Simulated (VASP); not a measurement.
# ZnCd2N2 (C2/m) in VASP: further runs, part 2 of 2

VASP 6.6.1.

## Step 5: Single point, PBE+D3(BJ)

This run uses another cell than the first one, of 17.95 Å³/atom.

INCAR reads:

```
SYSTEM = ZnCd2N2
PREC     = Accurate       ! precision mode
ENCUT    = 520            ! plane-wave cutoff, eV
EDIFF    = 1E-6           ! SCF threshold, eV
ISMEAR   = -1             ! smearing method
SIGMA    = 0.05           ! smearing width, eV
LREAL    = .False.        ! projectors in reciprocal space
LASPH    = .True.         ! aspherical terms in the spheres
NELM     = 80             ! most SCF steps
ALGO     = Normal         ! electronic algorithm
ISIF     = 2              ! what is computed and relaxed
LWAVE    = .False.        ! write WAVECAR
LCHARG   = .False.        ! write CHGCAR
GGA      = PE             ! functional
IVDW     = 12             ! dispersion correction
NBANDS   = 31             ! bands
```

KPOINTS reads:

```
regular mesh
0
Gamma
  6 6 3
  0 0 0
```

POSCAR reads:

```
ZnCd2N2
1.0
    3.4287659027     -1.9877739620      0.0000000000
    3.4287659027      1.9877739620      0.0000000000
   -2.2933689517      0.0000000000      6.5850784809
Zn Cd N
1 2 2
Direct
    0.5000000000      0.5000000000      0.5000000000
    0.2750600000      0.2750600000      0.8274200000
    0.7249400000      0.7249400000      0.1725800000
    0.4051300000      0.4051300000      0.2156900000
    0.5948700000      0.5948700000      0.7843100000
```

Potentials or basis: VASP PAW PBE potentials, release 64 (Zn, Cd, N).

Command:

```console
$ cat potpaw_PBE.64/Zn/POTCAR potpaw_PBE.64/Cd/POTCAR potpaw_PBE.64/N/POTCAR > POTCAR
$ mpirun -np 1 vasp_std > vasp.out
```

OUTCAR:

```text
SYSTEM = ZnCd2N2
   PREC = Accurate
   ENCUT = 520
   EDIFF = 1E-6
   ISMEAR = -1
   LREAL = .False.
   LASPH = .True.
   NELM = 80
   ISIF = 2
   GGA = PE
   IVDW = 12
 IVDW          = 12

 ion  position               nearest neighbor table
   1  0.500  0.500  0.500-   4 1.87   5 1.87   3 3.14   3 3.14   2 3.14   2 3.14   3 3.15   2 3.15

   2  0.275  0.275  0.827-   5 2.31   5 2.31   5 2.31   4 2.56   1 3.14   1 3.14   1 3.15   3 3.23
                             3 3.23   3 3.23
   3  0.725  0.725  0.173-   4 2.31   4 2.31   4 2.31   5 2.56   1 3.14   1 3.14   1 3.15   2 3.23
[... 1030 lines left out ...]
  -------------------------------------------------------------------------------------
  Total      -2.36611    -2.42382    -2.75003     0.00000     0.00000     0.00118
  in kB     -42.23273   -43.26285   -49.08534     0.00000     0.00000     0.02099
  external pressure =      -44.86 kB  Pullay stress =        0.00 kB

 VOLUME and BASIS-vectors are now :
 -----------------------------------------------------------------------------
  energy-cutoff  :      520.00
  volume of cell :       89.76
      direct lattice vectors                 reciprocal lattice vectors
     3.428765903 -1.987773962  0.000000000     0.145825062 -0.251537654  0.050786133
     3.428765903  1.987773962  0.000000000     0.145825062  0.251537654  0.050786133
    -2.293368952  0.000000000  6.585078481     0.000000000  0.000000000  0.151858479

 POSITION                                       TOTAL-FORCE (eV/Angst)
 -----------------------------------------------------------------------------------
      2.28208      0.00000      3.29254        -0.000000      0.000000      0.000000
     -0.01135      0.00000      5.44863         0.007791     -0.000000      0.005358
      4.57551      0.00000      1.13645        -0.007791     -0.000000     -0.005358
      2.28354      0.00000      1.42034         0.008118     -0.000000      0.141367
      2.28063      0.00000      5.16474        -0.008118     -0.000000     -0.141367
 -----------------------------------------------------------------------------------
    total drift:                                0.000000      0.000000     -0.000000

  FREE ENERGIE OF THE ION-ELECTRON SYSTEM (eV)
  ---------------------------------------------------
  free  energy   TOTEN  =       -18.5526844586 eV

  energy  without entropy=      -18.5504070439  energy(sigma->0) =      -18.55154575
```

OSZICAR:

```text
N       E                     dE             d eps       ncg     rms          rms(c)
DAV:   1     0.393878540729E+03    0.39388E+03   -0.22995E+04  2108   0.166E+03
DAV:   2     0.144496668803E+02   -0.37943E+03   -0.35746E+03  2199   0.417E+02
DAV:   3    -0.215786622455E+02   -0.36028E+02   -0.35246E+02  2519   0.127E+02
DAV:   4    -0.224944402418E+02   -0.91578E+00   -0.91428E+00  2192   0.210E+01
DAV:   5    -0.225024077137E+02   -0.79675E-02   -0.79639E-02  2486   0.189E+00    0.164E+01
DAV:   6    -0.172898746036E+02    0.52125E+01   -0.19669E+01  3113   0.662E+01    0.105E+01
DAV:   7    -0.173806108334E+02   -0.90736E-01   -0.47224E+00  2179   0.227E+01    0.662E+00
DAV:   8    -0.173585566275E+02    0.22054E-01   -0.95464E-01  2410   0.902E+00    0.165E+00
DAV:   9    -0.172997290461E+02    0.58828E-01   -0.17002E-01  2577   0.544E+00    0.479E-01
DAV:  10    -0.173002504050E+02   -0.52136E-03   -0.23427E-02  2241   0.966E-01    0.235E-01
DAV:  11    -0.173009167629E+02   -0.66636E-03   -0.14147E-03  2276   0.316E-01    0.143E-01
DAV:  12    -0.173007635908E+02    0.15317E-03   -0.54219E-04  2796   0.211E-01    0.217E-02
DAV:  13    -0.173007762828E+02   -0.12692E-04   -0.79437E-05  2178   0.581E-02    0.184E-02
DAV:  14    -0.173007761581E+02    0.12476E-06   -0.33193E-06  2133   0.164E-02
   1 F= -.18552684E+02 E0= -.18551546E+02  d E =-.227741E-02
```

It took 3 min on 1 thread of Intel Xeon Platinum 8259CL at 2.50GHz (Skylake/Cascade Lake), shared host; peak memory 0.27 GiB.

Results:

```yaml
Free_energy: -18.5527 eV
Pressure: -4.5 GPa
Largest_force: 0.142 eV/Å
Band_gap_on_the_k_mesh: zero (bands 23 and 24 overlap by 0.31 eV)
Dispersion_energy_per_atom: -0.250 eV
```

Forces in eV/Å, atoms in the order of the input:
```
Zn   0.000  0.000  0.000
Cd   0.008  0.000  0.005
Cd  -0.008  0.000 -0.005
N    0.008  0.000  0.141
N   -0.008  0.000 -0.141
```

Caveat: the cell stands under tension; semilocal functionals underestimate gaps, and a narrow one can read as zero.

## Step 6: Overview

| cell | gap on the mesh (eV) | pressure (GPa) | largest force (eV/Å) |
| --- | --- | --- | --- |
| a = 3.864, b = 3.864, c = 6.799 Å, angles 106.5, 106.5, 60.2°, 5 atoms | none | 2.2 | 0.28 |
| a = 3.898, b = 3.898, c = 6.858 Å, angles 106.5, 106.5, 60.2°, 5 atoms | none | -0.4 | 0.12 |
| a = 3.931, b = 3.931, c = 6.916 Å, angles 106.5, 106.5, 60.2°, 5 atoms | none | -2.6 | 0.02 |
| a = 3.963, b = 3.963, c = 6.973 Å, angles 106.5, 106.5, 60.2°, 5 atoms | none | -4.5 | 0.14 |

Alike in all rows: task single point; level PBE+D3(BJ); potentials or basis VASP PAW PBE potentials, release 64 (Zn, Cd, N); no spin polarisation; k mesh 6 × 6 × 3; cutoff (eV) 520; smearing fermi-dirac 0.05 eV.

Caveats: semilocal functionals underestimate gaps, and a narrow one can read as zero; the cell stands under tension (at least some runs).

Absolute energies hang on the potentials; compare differences alone.
